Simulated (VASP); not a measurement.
Wanted: the native input for a VASP 6.6.1 run.

```
Task                   : single point
Functional             : PBE
Potentials or basis    : VASP PAW PBE potentials, release 64 (Ge_d, N)
Cutoff                 : 520 eV
k mesh                 : 2 × 2 × 2
Occupations            : fermi-dirac, width 0.05 eV
Spin                   : no spin polarisation
Dipole correction      : no
Further INCAR settings : LREAL = Auto; ALGO = Normal; EDIFF = 1e-06; NBANDS = 128
```

The structure of Ge16N (a cell with a defect) lies in POSCAR:

```
Ge16N
1.0
    0.0000000000      5.6600000000      5.6600000000
    5.6600000000      0.0000000000      5.6600000000
    5.6600000000      5.6600000000      0.0000000000
Ge N
16 1
Direct
   -0.0321024735      0.0080035336      0.0378268551
    0.1540724382      0.2145318021      0.0234893993
    0.0813604240     -0.0554416961      0.4049823322
    0.0872879859      0.0893904594      0.6695318021
   -0.1263427562      0.5688869258      0.0441696113
    0.1175795053      0.5527738516      0.1915371025
    0.0038957597      0.4444257951      0.5692667845
    0.1392756184      0.5507597173      0.7114310954
    0.5105742049      0.0112279152     -0.0216696113
    0.6038957597      0.1440194346      0.1298674912
    0.4603356890      0.0755300353      0.4740282686
    0.7015636042      0.0751678445      0.6039134276
    0.4960070671      0.5170318021     -0.0359717314
    0.4500441696      0.6915812721      0.1643904594
    0.5246731449      0.4993021201      0.5074823322
    0.6672261484      0.6686749117      0.5942226148
    1.1169876325      0.7958392226      0.2106095406
```

One way to write it, as run:

INCAR

```
SYSTEM = Ge16N
PREC     = Accurate       ! precision mode
ENCUT    = 520            ! plane-wave cutoff, eV
EDIFF    = 1E-6           ! SCF threshold, eV
ISMEAR   = -1             ! smearing method
SIGMA    = 0.05           ! smearing width, eV
LREAL    = Auto         
LASPH    = .TRUE.         ! aspherical terms in the spheres
NELM     = 80             ! most SCF steps
ALGO     = Normal         ! electronic algorithm
ISIF     = 2              ! what is computed and relaxed
LWAVE    = .FALSE.        ! write WAVECAR
LCHARG   = .FALSE.        ! write CHGCAR
GGA      = PE             ! functional
NBANDS   = 128            ! bands
```

KPOINTS

```
Automatic mesh
0
G
  2 2 2
  0 0 0
```

Potentials or basis: VASP PAW PBE potentials, release 64 (Ge_d, N).

Command:

```console
$ cat potpaw_PBE.64/Ge_d/POTCAR potpaw_PBE.64/N/POTCAR > POTCAR
$ mpirun -np 1 vasp_std > vasp.out
```

Results of the run:

The pressure is 3.5 GPa. The largest force is 2.655 eV/Å and the band gap on the k mesh is zero (an odd number of electrons rules out a gap without spin polarisation).

Caveat: the k points lie up to 0.48 Å⁻¹ apart, too coarse for converged energies and pressures of a metal.

Wall time 13 min on 1 thread of Intel(R) Xeon(R) Platinum 8559C (Emerald Rapids), with other jobs on the host, peak memory 0.61 GiB.
